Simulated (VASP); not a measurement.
# Cd4P (Fd-3m) in VASP: relaxation of cell and atoms with PBE

Aim: the relaxation of cell and atoms of Cd4P with PBE.

Everything below comes from runs of VASP 6.6.1. Logs are shortened: lines on timing, memory, paths and dates and some standing lists are left out, and cuts for length are marked.

## Step 1: The cell of the first run

Symmetry: Fd-3m, No. 227, cubic system. The conventional cell has a = 9.993 Å, b = 9.993 Å, c = 9.993 Å, α = 90.00°, β = 90.00°, γ = 90.00°. Within 3.3 Å of Cd (site symmetry 3m) lie 1 P at 2.53 Å and 3 Cd at 2.94 Å. P (site symmetry -43m) has 4 Cd at 2.53 Å within 3.3 Å.

The cell was generated, and may not be a known phase.

## Step 2: Relaxation of cell and atoms, PBE

File INCAR:

```
ALGO = Normal
EDIFF = 1E-6
EDIFFG = -0.01
ENCUT = 600
GGA = PE
IBRION = 2
ISIF = 3
ISMEAR = 0
LASPH = True
LCHARG = False
LREAL = False
LWAVE = False
NELM = 60
NSW = 100
PREC = Accurate
SIGMA = 0.1
```

File KPOINTS:

```
k-points
0
Gamma
  6 6 6
```

File POSCAR:

```
Cd4P
1.0
    0.0000000000      4.9966408920      4.9966408920
    4.9966408920      0.0000000000      4.9966408920
    4.9966408920      4.9966408920      0.0000000000
Cd P
8 2
Direct
    0.3959840609      0.3959840609      0.3959840609
    0.3959840609      0.3959840609      0.8120478174
    0.3959840609      0.8120478174      0.3959840609
    0.8120478174      0.3959840609      0.3959840609
    0.8540159391      0.8540159391      0.4379521826
    0.8540159391      0.8540159391      0.8540159391
    0.8540159391      0.4379521826      0.8540159391
    0.4379521826      0.8540159391      0.8540159391
    0.0000000000      0.0000000000      0.0000000000
    0.2500000000      0.2500000000      0.2500000000
```

Potentials or basis: VASP PAW PBE potentials, release 64 (Cd, P).

On the command line:

```sh
$ cat potpaw_PBE.64/Cd/POTCAR potpaw_PBE.64/P/POTCAR > POTCAR
$ mpirun -np 1 vasp_std > vasp.out
```

OUTCAR:

```text
EDIFF = 1E-6
   EDIFFG = -0.01
   ENCUT = 600
   GGA = PE
   IBRION = 2
   ISIF = 3
   ISMEAR = 0
   LASPH = True
   LREAL = False
   NELM = 60
   NSW = 100
   PREC = Accurate

 ion  position               nearest neighbor table
   1  0.396  0.396  0.396-  10 2.53   3 2.94   4 2.94   2 2.94   7 3.56   8 3.56   5 3.56   8 3.56
                             5 3.56   7 3.56
   2  0.396  0.396  0.812-  10 2.53   3 2.94   4 2.94   1 2.94   8 3.56   7 3.56   6 3.56   6 3.56
                             8 3.56   7 3.56
   3  0.396  0.812  0.396-  10 2.53   2 2.94   4 2.94   1 2.94   8 3.56   5 3.56   6 3.56   6 3.56
                             5 3.56   8 3.56
   4  0.812  0.396  0.396-  10 2.53   2 2.94   3 2.94   1 2.94   7 3.56   5 3.56   6 3.56   6 3.56
                             5 3.56   7 3.56
   5  0.854  0.854  0.438-   9 2.53   7 2.94   8 2.94   6 2.94   3 3.56   4 3.56   1 3.56   1 3.56
                             3 3.56   4 3.56
   6  0.854  0.854  0.854-   9 2.53   7 2.94   8 2.94   5 2.94   3 3.56   4 3.56   2 3.56   3 3.56
                             2 3.56   4 3.56
   7  0.854  0.438  0.854-   9 2.53   6 2.94   8 2.94   5 2.94   4 3.56   2 3.56   1 3.56   1 3.56
                             2 3.56   4 3.56
   8  0.438  0.854  0.854-   9 2.53   6 2.94   7 2.94   5 2.94   3 3.56   2 3.56   1 3.56   1 3.56
                             2 3.56   3 3.56
   9  0.000  0.000  0.000-   5 2.53   7 2.53   8 2.53   6 2.53
  10  0.250  0.250  0.250-   2 2.53   3 2.53   4 2.53   1 2.53

  LATTYP: Found a face centered cubic cell.
 ALAT       =     9.9932817840

  Lattice vectors:

 A1 = (   0.0000000000,   4.9966408920,   4.9966408920)
 A2 = (   4.9966408920,   0.0000000000,   4.9966408920)
 A3 = (   4.9966408920,   4.9966408920,   0.0000000000)

Analysis of symmetry for initial positions (statically):
=====================================================================
 Subroutine PRICEL returns:
 Original cell was already a primitive cell.

 Routine SETGRP: Setting up the symmetry group for a
 face centered cubic supercell.

 Subroutine GETGRP returns: Found 48 space group operations
 (whereof 24 operations were pure point group operations)
 out of a pool of 48 trial point group operations.

The static configuration has the point symmetry T_d .
 The point group associated with its full space group is O_h .

Analysis of symmetry for dynamics (positions and initial velocities):
=====================================================================
 Subroutine PRICEL returns:
 Original cell was already a primitive cell.

 Routine SETGRP: Setting up the symmetry group for a
 face centered cubic supercell.

 Subroutine GETGRP returns: Found 48 space group operations
 (whereof 24 operations were pure point group operations)
 out of a pool of 48 trial point group operations.

The dynamic configuration has the point symmetry T_d .
 The point group associated with its full space group is O_h .

 Subroutine INISYM returns: Found 48 space group operations
 (whereof 24 operations are pure point group operations),
 and found     1 'primitive' translations

----------------------------------------------------------------------------------------

                                     Primitive cell

  volume of cell :     249.4965

  direct lattice vectors                    reciprocal lattice vectors
     0.000000000  4.996640892  4.996640892    -0.100067227  0.100067227  0.100067227
     4.996640892  0.000000000  4.996640892     0.100067227 -0.100067227  0.100067227
     4.996640892  4.996640892  0.000000000     0.100067227  0.100067227 -0.100067227

  length of vectors
     7.066317316  7.066317316  7.066317316     0.173321522  0.173321522  0.173321522

  position of ions in fractional coordinates (direct lattice)
     0.395984061  0.395984061  0.395984061
     0.395984061  0.395984061  0.812047817
     0.395984061  0.812047817  0.395984061
     0.812047817  0.395984061  0.395984061
     0.854015939  0.854015939  0.437952183
     0.854015939  0.854015939  0.854015939
     0.854015939  0.437952183  0.854015939
     0.437952183  0.854015939  0.854015939
     0.000000000  0.000000000  0.000000000
     0.250000000  0.250000000  0.250000000

  ion indices of the primitive-cell ions
   primitive index   ion index
                 1           1
                 2           2
                 3           3
                 4           4
                 5           5
                 6           6
                 7           7
                 8           8
                 9           9
                10          10

----------------------------------------------------------------------------------------

 KPOINTS: k-points

Automatic generation of k-mesh.
 Grid dimensions read from file:
 generate k-points for:    6    6    6

 Generating k-lattice:

  Cartesian coordinates                     Fractional coordinates (reciprocal lattice)
    -0.016677871  0.016677871  0.016677871     0.166666667  0.000000000  0.000000000
     0.016677871 -0.016677871  0.016677871     0.000000000  0.166666667  0.000000000
     0.016677871  0.016677871 -0.016677871     0.000000000  0.000000000  0.166666667

  Length of vectors
     0.028886920  0.028886920  0.028886920

  Shift w.r.t. Gamma in fractional coordinates (k-lattice)
     0.000000000  0.000000000  0.000000000

 Subroutine IBZKPT returns following result:
 ===========================================

 Found     16 irreducible k-points:

 Following reciprocal coordinates:
            Coordinates               Weight
  0.000000  0.000000  0.000000      1.000000
  0.166667  0.000000  0.000000      8.000000
  0.333333  0.000000  0.000000      8.000000
  0.500000  0.000000  0.000000      4.000000
  0.166667  0.166667  0.000000      6.000000
  0.333333  0.166667  0.000000     24.000000
[... 8 lines left out ...]
 -0.333333  0.333333  0.166667     24.000000
 -0.333333  0.500000  0.166667     12.000000
   k-points           NKPTS =     16   k-points in BZ     NKDIM =     16   number of bands    NBANDS=     63
   number of dos      NEDOS =    301   number of ions     NIONS =     10
   total plane-waves  NPLWV = 175616
   dimension x,y,z NGX =    56 NGY =   56 NGZ =   56
   dimension x,y,z NGXF=   112 NGYF=  112 NGZF=  112
   ions per type =               8   2
   NGX,Y,Z   is equivalent  to a cutoff of  13.17, 13.17, 13.17 a.u.
   NGXF,Y,Z  is equivalent  to a cutoff of  26.35, 26.35, 26.35 a.u.
 SYSTEM =  unknown system
   PREC   = accura    normal or accurate (medium, high low for compatibility)
   ISTART =      0    job   : 0-new  1-cont  2-samecut
   ICHARG =      2    charge: 1-file 2-atom 10-const
   ISPIN  =      1    spin polarized calculation?
   LNONCOLLINEAR =      F non collinear calculations
   LSORBIT =      F    spin-orbit coupling
   LASPH  =      T    aspherical Exc in radial PAW
   ENCUT  =  600.0 eV  44.10 Ry    6.64 a.u.  14.11 14.11 14.11*2*pi/ulx,y,z
   NELM   =     60;   NELMIN=  2; NELMDL= -5     # of ELM steps
   EDIFF  = 0.1E-05   stopping-criterion for ELM
   LREAL  =      F    real-space projection
   EDIFFG = -.1E-01   stopping-criterion for IOM
   NSW    =    100    number of steps for IOM
   IBRION =      2    ionic relax: 0-MD 1-quasi-New 2-CG
   NFREE  =      1    steps in history (QN), initial steepest desc. (CG)
   ISIF   =      3    stress and relaxation
   ISYM   =      2    0-nonsym 1-usesym 2-fastsym
   POTIM  = 0.5000    time-step for ionic-motion
   TEBEG  =    0.0;   TEEND  =   0.0 temperature during run
   PSTRESS=    0.0 pullay stress
   NELECT =     106.0000    total number of electrons
   NUPDOWN=      -1.0000    fix difference up-down
   EMIN   =  10.00;   EMAX   =-10.00  energy-range for DOS
   EFERMI =   0.00;   METHOD = LEGACY
   ISMEAR =     0;   SIGMA  =   0.10  broadening in eV -4-tet -1-fermi 0-gaus
   EFERMI_NEDOS =   21; number of points for ismear=-14 and -15
   IALGO  =     38    algorithm
   IMIX   =      4    mixing-type and parameters
     AMIX     =   0.40;   BMIX     =  1.00
     AMIX_MAG =   1.60;   BMIX_MAG =  1.00
  volume/ion in A,a.u.               =      24.95       168.37
  Fermi-wavevector in a.u.,A,eV,Ry     =   1.230709  2.325702 20.607986  1.514644
  Thomas-Fermi vector in A             =   2.365547
   LORBIT       =      0    0 simple, 1 ext, 2 COOP (PROOUT), +10 PAW based schemes
   GGA     = PE    functional components
   LHFCALC =     F    Hartree Fock is set to
   AEXX    =    0.0000 exact exchange contribution
   IVDW    =     0    specifies the selected vdW correction
   LEPSILON=     F    determine dielectric tensor
   LRPA    =     F    only Hartree local field effects (RPA)
 conjugate gradient relaxation of ions
 non-spin polarized calculation
 Gauss-broadening in eV      SIGMA  =   0.10
  energy-cutoff  :      600.00
  volume of cell :      249.50
 maximum number of plane-waves:      8363
   NGX = 29   NGY = 29   NGZ = 29

--------------------------------------- Ionic step        1  -------------------------------------------

 number of electron     106.0000009 magnetization

 Free energy of the ion-electron system (eV)
  ---------------------------------------------------
  ext. energy  EPLUGINS =         0.00000000
  ---------------------------------------------------
  free energy    TOTEN  =       -15.40190389 eV

  energy without entropy =      -15.38052038  energy(sigma->0) =      -15.39121213

------------------------ aborting loop because EDIFF is reached ----------------------------------------

  FORCE on cell =-STRESS in cart. coord.  units (eV):
  Direction    XX          YY          ZZ          XY          YZ          ZX
  --------------------------------------------------------------------------------------
  -------------------------------------------------------------------------------------
  Total        0.7532403      0.7532403      0.7532403      0.0000000     -0.0000000      0.0000000
  in kB        4.8370402      4.8370402      4.8370402      0.0000000     -0.0000000      0.0000000
  external PRESSURE =       4.8370402 kB  Pullay stress =       0.0000000 kB
[... 249 lines left out ...]
  energy  without entropy=      -15.3866416320  energy(sigma->0) =      -15.39768749

--------------------------------------- Ionic step        7  -------------------------------------------

 number of electron     106.0000007 magnetization

 Free energy of the ion-electron system (eV)
  ---------------------------------------------------
  ext. energy  EPLUGINS =         0.00000000
  ---------------------------------------------------
  free energy    TOTEN  =       -15.40902109 eV

  energy without entropy =      -15.38697998  energy(sigma->0) =      -15.39800054

 E-fermi :   2.3959     XC(G=0):  -9.8398

 val. band max:        2.3300547168   @ k =   0.5000   0.3333   0.1667
 cond. band min:       2.4148845510   @ k =  -0.3333   0.5000   0.1667
 fundamental gap:      0.0848298342
 Fermi energy:         2.3958867813

 k-point     1 :       0.0000    0.0000    0.0000
  band No.  band energies     occupation
      1      -9.0703      2.00000
      2      -8.8376      2.00000
      3      -7.1099      2.00000
      4      -7.1099      2.00000
      5      -7.1099      2.00000
      6      -7.0325      2.00000
[... 1082 lines left out ...]
  FREE ENERGIE OF THE ION-ELECTRON SYSTEM (eV)
  ---------------------------------------------------
  free  energy   TOTEN  =       -15.4090210890 eV

  energy  without entropy=      -15.3869799823  energy(sigma->0) =      -15.39800054

 reached required accuracy - stopping structural energy minimisation
```

Run time: 26 min. Hardware: 1 thread of Intel Xeon 8259CL, shared host; peak memory 0.59 GiB.

What came out:

| Item | Value |
| --- | --- |
| Free energy | -15.4090 eV |
| Relaxed volume | 25.25 Å³/atom |
| Relaxed cell | a = 7.095 Å, b = 7.095 Å, c = 7.095 Å, α = 60.00°, β = 60.00°, γ = 60.00° |
| Space group after relaxing (to 0.1 Å) | Fd-3m (No. 227) |
| Energy gained by relaxing | 0.7 meV/atom |
| Ionic steps | 7 |
| Pressure after relaxing | 0.0 GPa |
| Largest force after relaxing | 0.007 eV/Å |
| Band gap on the k mesh | zero (bands 53 and 54 overlap by 0.71 eV) |

Forces in eV/Å, atoms in the order of the input:
```
Cd  -0.004 -0.004 -0.004
Cd   0.004  0.004 -0.004
Cd   0.004 -0.004  0.004
Cd  -0.004  0.004  0.004
Cd  -0.004 -0.004  0.004
Cd   0.004  0.004  0.004
Cd  -0.004  0.004 -0.004
Cd   0.004 -0.004 -0.004
P    0.000  0.000  0.000
P    0.000  0.000  0.000
```

Step by step:
```
step  energy change (eV)  largest force (eV/Å)  pressure (GPa)  volume (Å³)
   1              0.0000                0.0927            0.48       249.50
   2             -0.0067                0.0388            0.05       252.23
   3             -0.0068                0.0247           -0.07       253.00
   4             -0.0068                0.0270           -0.08       252.89
   5             -0.0068                0.0331           -0.03       252.56
   6             -0.0068                0.0290           -0.05       252.77
   7             -0.0071                0.0075           -0.02       252.53
```

Final structure:
```
Cd P
1.0
     0.00000    5.01679    5.01679
     5.01679    0.00000    5.01679
     5.01679    5.01679    0.00000
Cd P
8 2
Cartesian
  3.9691 3.9691 3.9691
  6.0645 6.0645 3.9691
  6.0645 3.9691 6.0645
  3.9691 6.0645 6.0645
  6.4775 6.4775 8.5729
  8.5729 8.5729 8.5729
  6.4775 8.5729 6.4775
  8.5729 6.4775 6.4775
  0.0000 0.0000 0.0000
  2.5084 2.5084 2.5084
```

The gap in the log of VASP goes by the Fermi energy; the results here count the filled bands.